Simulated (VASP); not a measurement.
# Cl (C2/m) in VASP: single point with PBE

Aim: the single point of Cl with PBE.

Program: VASP 6.6.1. These are calculated values, not measurements. Logs are shortened: lines on timing, memory, paths and dates and some standing lists are left out, and cuts for length are marked.

## Step 1: The cell of the first run

Symmetry: C2/m, No. 12, monoclinic system. The conventional cell has a = 8.580 Å, b = 5.274 Å, c = 5.798 Å, α = 90.00°, β = 126.75°, γ = 90.00°. Cl (site symmetry 2/m) has 2 Cl at 2.28 Å within 3.0 Å. Cl (site symmetry m) has 3 Cl at 2.28 to 2.64 Å within 3.0 Å.

## Step 2: Single point, PBE

The input, INCAR:

```
ALGO = Normal
EDIFF = 1E-7
ENCUT = 520
GGA = PE
ISIF = 2
ISMEAR = 0
LASPH = True
LCHARG = False
LREAL = False
LWAVE = False
NBANDS = 30
NELM = 80
PREC = Accurate
SIGMA = 0.02
```

The input, KPOINTS:

```
k-points
0
Gamma
  6 6 4
```

The input, POSCAR:

```
Cl
1.0
    5.6849766549      0.0000000000     -1.1416502194
    0.0000000000      5.2737935100      0.0000000000
   -3.6789232121      0.0000000000      7.7507702780
Cl
6
Direct
    0.0000000000      0.0000000000      0.0000000000
    0.0000000000      0.5000000000      0.5000000000
    0.5159858593      0.5000000000      0.2579772743
    0.4840141407      1.0000000000      0.2420227257
    0.4840141407      0.5000000000      0.7420227257
    0.5159858593      0.0000000000      0.7579772743
```

Potentials or basis: VASP PAW PBE potentials, release 64 (Cl).

Started as:

```
$ cat potpaw_PBE.64/Cl/POTCAR > POTCAR
$ mpirun -np 1 vasp_std > vasp.out
```

OUTCAR:

```text
EDIFF = 1E-7
   ENCUT = 520
   GGA = PE
   ISIF = 2
   ISMEAR = 0
   LASPH = True
   LREAL = False
   NELM = 80
   PREC = Accurate

 ion  position               nearest neighbor table
   1  0.000  0.000  0.000-   4 2.28   6 2.28
   2  0.000  0.500  0.500-   3 2.28   5 2.28
   3  0.516  0.500  0.258-   2 2.28   4 2.64   4 2.64
   4  0.484  0.000  0.242-   1 2.28   3 2.64   3 2.64
   5  0.484  0.500  0.742-   2 2.28   6 2.64   6 2.64
   6  0.516  0.000  0.758-   1 2.28   5 2.64   5 2.64

  LATTYP: Found a simple monoclinic cell.
 ALAT       =     5.7984760748
 B/A-ratio  =     0.9095137139
 C/A-ratio  =     1.1911509421
 COS(beta)  =    -0.0963579166

  Lattice vectors:

 A1 = (   5.6849766549,   0.0000000000,  -1.1416502194)
 A2 = (   0.0000000000,  -5.2737935100,   0.0000000000)
 A3 = (  -2.0060534428,   0.0000000000,  -6.6091200586)

Analysis of symmetry for initial positions (statically):
=====================================================================
 Subroutine PRICEL returns following result:

  LATTYP: Found a base centered monoclinic cell.
 ALAT       =     8.5795638527
 B/A-ratio  =     0.6146924949
 C/A-ratio  =     0.6758474177
 COS(beta)  =    -0.5982757982

  Lattice vectors:

 A1 = (   1.8394616061,   2.6368967550,  -3.8753851390)
 A2 = (   1.8394616061,  -2.6368967550,  -3.8753851390)
 A3 = (  -5.6849766549,   0.0000000000,   1.1416502194)

   2 primitive cells build up your supercell.

 Routine SETGRP: Setting up the symmetry group for a
 simple monoclinic supercell.

 Subroutine GETGRP returns: Found  4 space group operations
 (whereof  4 operations were pure point group operations)
 out of a pool of  4 trial point group operations.

The static configuration has the point symmetry C_2h.

Analysis of symmetry for dynamics (positions and initial velocities):
=====================================================================
 Subroutine PRICEL returns following result:

  LATTYP: Found a base centered monoclinic cell.
 ALAT       =     8.5795638527
 B/A-ratio  =     0.6146924949
 C/A-ratio  =     0.6758474177
[... 113 lines left out ...]
   ISPIN  =      1    spin polarized calculation?
   LNONCOLLINEAR =      F non collinear calculations
   LSORBIT =      F    spin-orbit coupling
   LASPH  =      T    aspherical Exc in radial PAW
   ENCUT  =  520.0 eV  38.22 Ry    6.18 a.u.  10.78  9.81 15.95*2*pi/ulx,y,z
   NELM   =     80;   NELMIN=  2; NELMDL= -5     # of ELM steps
   EDIFF  = 0.1E-06   stopping-criterion for ELM
   LREAL  =      F    real-space projection
   EDIFFG = 0.1E-05   stopping-criterion for IOM
   NSW    =      0    number of steps for IOM
   IBRION =     -1    ionic relax: 0-MD 1-quasi-New 2-CG
   NFREE  =      0    steps in history (QN), initial steepest desc. (CG)
   ISIF   =      2    stress and relaxation
   ISYM   =      2    0-nonsym 1-usesym 2-fastsym
   POTIM  = 0.5000    time-step for ionic-motion
   TEBEG  =    0.0;   TEEND  =   0.0 temperature during run
   PSTRESS=    0.0 pullay stress
   NELECT =      42.0000    total number of electrons
   NUPDOWN=      -1.0000    fix difference up-down
   EMIN   =  10.00;   EMAX   =-10.00  energy-range for DOS
   EFERMI =   0.00;   METHOD = LEGACY
   ISMEAR =     0;   SIGMA  =   0.02  broadening in eV -4-tet -1-fermi 0-gaus
   EFERMI_NEDOS =   21; number of points for ismear=-14 and -15
   IALGO  =     38    algorithm
   IMIX   =      4    mixing-type and parameters
     AMIX     =   0.40;   BMIX     =  1.00
     AMIX_MAG =   1.60;   BMIX_MAG =  1.00
  volume/ion in A,a.u.               =      35.04       236.45
  Fermi-wavevector in a.u.,A,eV,Ry     =   0.957034  1.808531 12.461760  0.915914
  Thomas-Fermi vector in A             =   2.086015
   LORBIT       =      0    0 simple, 1 ext, 2 COOP (PROOUT), +10 PAW based schemes
   GGA     = PE    functional components
   LHFCALC =     F    Hartree Fock is set to
   AEXX    =    0.0000 exact exchange contribution
   IVDW    =     0    specifies the selected vdW correction
   LEPSILON=     F    determine dielectric tensor
   LRPA    =     F    only Hartree local field effects (RPA)
 non-spin polarized calculation
 Gauss-broadening in eV      SIGMA  =   0.02
  energy-cutoff  :      520.00
  volume of cell :      210.23
 maximum number of plane-waves:      5694
 NGX is ok and might be reduce to    48
   NGX = 21   NGY = 19   NGZ = 31

 number of electron      41.9999992 magnetization

 Free energy of the ion-electron system (eV)
  ---------------------------------------------------
  ext. energy  EPLUGINS =         0.00000000
  ---------------------------------------------------
  free energy    TOTEN  =       -10.18887650 eV

  energy without entropy =      -10.18887650  energy(sigma->0) =      -10.18887650

 E-fermi :  -1.4778     XC(G=0):  -6.7763

 val. band max:       -1.5784383307   @ k =   0.5000   0.3333  -0.0000
 cond. band min:      -0.7217737106   @ k =   0.5000   0.1667  -0.0000
 fundamental gap:      0.8566646201
 Fermi energy:        -1.4777666300

 k-point     1 :       0.0000    0.0000    0.0000
  band No.  band energies     occupation
      1     -17.7282      2.00000
      2     -16.9231      2.00000
      3     -16.8121      2.00000
      4     -15.1626      2.00000
      5     -14.7084      2.00000
      6     -13.8743      2.00000
[... 781 lines left out ...]
     29       7.5202      0.00000
     30       7.8540      0.00000

 [... further k-points ...]

------------------------ aborting loop because EDIFF is reached ----------------------------------------

  FORCE on cell =-STRESS in cart. coord.  units (eV):
  Direction    XX          YY          ZZ          XY          YZ          ZX
  --------------------------------------------------------------------------------------
  -------------------------------------------------------------------------------------
  Total       -0.2010286     -0.0818091     -0.0893479      0.0000000      0.0000000     -0.1130256
  in kB       -1.5320622     -0.6234765     -0.6809307      0.0000000      0.0000000     -0.8613811
  external PRESSURE =      -0.9454898 kB  Pullay stress =       0.0000000 kB

 VOLUME and BASIS-vectors are now :
 -----------------------------------------------------------------------------
  energy-cutoff  :      520.00
  volume of cell :      210.23
      direct lattice vectors                 reciprocal lattice vectors
     5.684976655  0.000000000 -1.141650219     0.194435663  0.000000000  0.092289392
     0.000000000  5.273793510  0.000000000     0.000000000  0.189616829  0.000000000
    -3.678923212  0.000000000  7.750770278     0.028639414  0.000000000  0.142613207

 POSITION                                       TOTAL-FORCE (eV/Angst)
 -----------------------------------------------------------------------------------
      0.00000      0.00000      0.00000         0.000000      0.000000      0.000000
     -1.83946      2.63690      3.87539         0.000000      0.000000      0.000000
      1.98429      2.63690      1.41045         0.018426     -0.000000      0.012364
      1.86123      0.00000      1.32329        -0.018426      0.000000     -0.012364
      0.02176      2.63690      5.19867        -0.018426     -0.000000     -0.012364
      0.14483      0.00000      5.28583         0.018426      0.000000      0.012364
 -----------------------------------------------------------------------------------
    total drift:                                0.000000      0.000000     -0.000000

  FREE ENERGIE OF THE ION-ELECTRON SYSTEM (eV)
  ---------------------------------------------------
  free  energy   TOTEN  =       -10.1888765030 eV

  energy  without entropy=      -10.1888765030  energy(sigma->0) =      -10.18887650
```

OSZICAR:

```text
N       E                     dE             d eps       ncg     rms          rms(c)
DAV:   1     0.309782357939E+03    0.30978E+03   -0.17206E+04  3360   0.115E+03
DAV:   2     0.197597859911E+02   -0.29002E+03   -0.28278E+03  4858   0.219E+02
DAV:   3    -0.102147234385E+02   -0.29975E+02   -0.29820E+02  4206   0.799E+01
DAV:   4    -0.106564219969E+02   -0.44170E+00   -0.44134E+00  4222   0.117E+01
DAV:   5    -0.106655978308E+02   -0.91758E-02   -0.91749E-02  4200   0.173E+00    0.183E+01
DAV:   6    -0.103147835045E+02    0.35081E+00   -0.24399E-01  4008   0.244E+00    0.117E+01
DAV:   7    -0.101966315706E+02    0.11815E+00   -0.51247E-01  3954   0.351E+00    0.722E-01
DAV:   8    -0.101889582351E+02    0.76733E-02   -0.45735E-02  3882   0.114E+00    0.469E-01
DAV:   9    -0.101887431754E+02    0.21506E-03   -0.22399E-03  4186   0.266E-01    0.953E-02
DAV:  10    -0.101888466139E+02   -0.10344E-03   -0.33542E-04  3932   0.950E-02    0.576E-02
DAV:  11    -0.101888660451E+02   -0.19431E-04   -0.14571E-05  4456   0.216E-02    0.432E-02
DAV:  12    -0.101888759723E+02   -0.99272E-05   -0.15994E-05  3940   0.234E-02    0.509E-03
DAV:  13    -0.101888763526E+02   -0.38031E-06   -0.12652E-06  4340   0.691E-03    0.479E-03
DAV:  14    -0.101888764953E+02   -0.14270E-06   -0.29251E-07  3258   0.324E-03    0.109E-03
DAV:  15    -0.101888765030E+02   -0.76307E-08   -0.39151E-08  2682   0.131E-03
   1 F= -.10188877E+02 E0= -.10188877E+02  d E =-.175407E-14
```

It took 2.6 min on 1 thread of Intel Xeon 6975P-C (Granite Rapids), shared host; peak memory 0.46 GiB.

Results:

- Free energy: -10.1889 eV
- Pressure: -0.1 GPa
- Largest force: 0.022 eV/Å
- Band gap on the k mesh: zero (bands 21 and 22 overlap by 2.31 eV)

Forces in eV/Å, atoms in the order of the input:
```
Cl   0.000  0.000  0.000
Cl   0.000  0.000  0.000
Cl   0.018  0.000  0.012
Cl  -0.018  0.000 -0.012
Cl  -0.018  0.000 -0.012
Cl   0.018  0.000  0.012
```

Levels at points of the mesh, in eV from the Fermi level:
| k point | band 17 | band 18 | band 19 | band 20 | band 21 | band 22 | band 23 | band 24 | band 25 | band 26 |
| --- | --- | --- | --- | --- | --- | --- | --- | --- | --- | --- |
| (0.00, 0.00, 0.00) | -1.37 | -1.26 | -0.88 | -0.36 | 1.33 | 1.62 | 2.22 | 2.32 | 5.82 | 8.39 |
| (0.50, 0.00, 0.00) | -1.34 | -0.98 | -0.93 | -0.40 | 1.32 | 1.63 | 2.22 | 2.31 | 6.93 | 7.51 |
| (0.00, 0.50, 0.00) | -1.66 | -1.66 | -0.94 | -0.94 | -0.74 | -0.74 | 2.20 | 2.20 | 7.23 | 7.23 |
| (0.50, 0.50, 0.00) | -1.65 | -1.65 | -0.95 | -0.95 | -0.75 | -0.75 | 2.19 | 2.19 | 8.31 | 8.31 |
| (0.00, 0.00, 0.50) | -1.69 | -1.69 | -0.58 | -0.58 | 1.50 | 1.50 | 2.10 | 2.10 | 6.93 | 6.93 |
| (0.50, 0.00, 0.50) | -1.68 | -1.68 | -0.48 | -0.48 | 1.50 | 1.50 | 2.09 | 2.09 | 7.47 | 7.47 |
| (0.00, 0.50, 0.50) | -1.61 | -1.61 | -1.08 | -1.08 | -0.82 | -0.82 | 2.23 | 2.23 | 7.51 | 7.51 |
| (0.50, 0.50, 0.50) | -1.60 | -1.60 | -1.09 | -1.09 | -0.66 | -0.66 | 2.22 | 2.22 | 7.75 | 7.75 |

Caveat: this functional lacks dispersion, which holds the molecules together, so the pressure and a relaxed volume are unreliable.
